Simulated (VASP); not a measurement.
Set up this calculation in VASP 6.6.1, as the native input.

| Quantity | Value |
| --- | --- |
| Task | electric field gradients |
| Functional | PBEsol |
| Potentials or basis | VASP PAW PBE potentials, release 64 (Sn_d, O) |
| Cutoff | 520 eV |
| k mesh | 6 × 6 × 8 |
| Occupations | gaussian, width 0.01 eV |
| Spin | no spin polarisation |
| Dipole correction | no |
| Further INCAR settings | ALGO = Normal; EDIFF = 1e-08; NBANDS = 35 |

The structure of SnO2 lies in POSCAR:

```
SnO2
1.0
    4.7691315755      0.0000000000      0.0000000000
    0.0000000000      4.7691315755      0.0000000000
    0.0000000000      0.0000000000      3.2120292624
Sn O
2 4
Direct
    0.0000000000      0.0000000000      0.0000000000
    0.5000000000      0.5000000000      0.5000000000
    0.3062736034      0.3062736034      0.0000000000
    0.1937263966      0.8062736034      0.5000000000
    0.6937263966      0.6937263966      0.0000000000
    0.8062736034      0.1937263966      0.5000000000
```

The input as run:

INCAR

```
PREC = Accurate ; ENCUT = 520
EDIFF = 1E-8 ; ISMEAR = 0
SIGMA = 0.01 ; LREAL = F
LASPH = T ; NELM = 60
ALGO = Normal ; ISIF = 2
LWAVE = F ; LCHARG = F
GGA = PS ; LEFG = T
NBANDS = 35
```

KPOINTS

```
Automatic mesh
0
Gamma
  6 6 8
```

Potentials or basis: VASP PAW PBE potentials, release 64 (Sn_d, O).

Launch:

```bash
$ cat potpaw_PBE.64/Sn_d/POTCAR potpaw_PBE.64/O/POTCAR > POTCAR
$ mpirun -np 1 vasp_std > vasp.out
```

Results of the run:

```
Pressure               : 0.6 GPa
Largest force          : 0.015 eV/Å
Band gap on the k mesh : 0.91 eV, direct
```

Caveat: without QUAD_EFG the Cq values of the log hold for a quadrupole moment of 1 mb, not for the nuclei; the PAW data sets were made with another functional, which shifts forces and pressure a little; spin-orbit coupling is left out, which moves the levels of the heavy elements.

It took 2.8 min on 1 thread of AMD EPYC 7R43 64-Core Processor (Zen 3), with other jobs on the host, peak memory 0.2 GiB.
